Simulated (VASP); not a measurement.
HC4, 10 atoms in the cell. The cell holds a slab with vacuum, 10 atoms: a = 4.931 Å, b = 4.931 Å, c = 18.000 Å, α = 90.00°, β = 90.00°, γ = 120.00°. 

| Quantity | Value |
| --- | --- |
| Program | VASP 6.6.1 |
| Task | single point |
| Functional | PBE |
| Dispersion | D3(BJ) |
| Potentials or basis | VASP PAW PBE potentials, release 64 (C, H) |
| Cutoff | 520 eV |
| k mesh | 6 × 6 × 1 |
| Occupations | gaussian, width 0.1 eV |
| Spin | no spin polarisation |
| Dipole correction | yes |
| Further INCAR settings | ALGO = Normal; EDIFF = 1e-07; NBANDS = 28 |

Potentials or basis: VASP PAW PBE potentials, release 64 (C, H).

The run is started by

```bash
$ cat potpaw_PBE.64/C/POTCAR potpaw_PBE.64/H/POTCAR > POTCAR
$ mpirun -np 1 vasp_std > vasp.out
```

Hardware: 1 thread of AMD EPYC 7R13 Processor (Zen 3) (shared host).

Q: Estimate the wall time of this run.

A: Wall time 3.4 min on 1 thread of AMD EPYC 7R13 Processor (Zen 3), with other jobs on the host, peak memory 0.5 GiB. Counts: scf iterations 24, k points 13.
